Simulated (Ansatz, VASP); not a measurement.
CdGa: VASP beside Ansatz

POSCAR

```
CdGa
1.0
    0.0000000000      2.8295111719      2.8295111719
    2.8295111719      0.0000000000      2.8295111719
    2.8295111719      2.8295111719      0.0000000000
Cd Ga
1 1
Direct
    0.0000000000      0.0000000000      0.0000000000
    0.5000000000      0.5000000000      0.5000000000
```

Contents of INCAR.step1:

```
SYSTEM = CdGa
ALGO = Normal
EDIFF = 1E-4
ENCUT = 520
GGA = PE
ISMEAR = 0
LASPH = .TRUE.
LCHARG = .FALSE.
LREAL = .FALSE.
LWAVE = .TRUE.
NBANDS = 20
NELM = 100
PREC = Accurate
SIGMA = 0.1
```

INCAR.step2

```
SYSTEM = CdGa
ALGO = Normal
EDIFF = 1E-7
ENCUT = 520
ISIF = 2
ISMEAR = 0
ISTART = 1
LASPH = .TRUE.
LCHARG = .TRUE.
LELF = .TRUE.
LMIXTAU = .TRUE.
LREAL = .FALSE.
LVHAR = .TRUE.
LWAVE = .FALSE.
METAGGA = R2SCAN
NBANDS = 20
NELM = 100
PREC = Accurate
SIGMA = 0.1
```

Contents of KPOINTS:

```
k-points
0
G
  18 18 18
  0 0 0
```

Input for Ansatz:

```yaml
crystal:
  lattice:
    - [0.0, 2.8295111719, 2.8295111719]
    - [2.8295111719, 0.0, 2.8295111719]
    - [2.8295111719, 2.8295111719, 0.0]
  atoms:
    - { symbol: Cd, position: [0.0, 0.0, 0.0] }
    - { symbol: Ga, position: [0.5, 0.5, 0.5] }
basis:
  ecutwfc: 500
kpoints:
  mp_grid: { grid: [18, 18, 18] }
hamiltonian:
  xc: r2scan
scf:
  occupations: { method: gaussian, width: 0.1 }
  initial_density: { chi_scale: 0.3 }
output:
  forces: true
  eigenvalues: true
  stress: true
```

Alike in both runs: task single point; functional r2SCAN; k mesh 18 × 18 × 18; occupations gaussian, width 0.1 eV; no spin polarisation.

```csv
,VASP,Ansatz
version,VASP 6.6.1,Ansatz 0.2.0
potentials or method,"VASP PAW PBE potentials, release 64 (Cd, Ga_d), cutoff 520 eV","scalar-relativistic, plane waves, PAW"
valence electrons in the cell,25,33
```

Ansatz gave:

```
gap on the k mesh at the Fermi level (eV) : none
pressure (GPa)                            : 0.0
```

**Question.** What did VASP give for the same quantities?

**Answer.** gap on the k mesh at the Fermi level (eV): none; pressure (GPa): 0.2.

VASP's potentials were made for PBE, not for r2SCAN. A gap of «none» marks a metal or a gap that the smearing closes. VASP's potentials hold 25 valence electrons a cell and Ansatz's 33, so a difference there can come from the potentials and not from the codes.
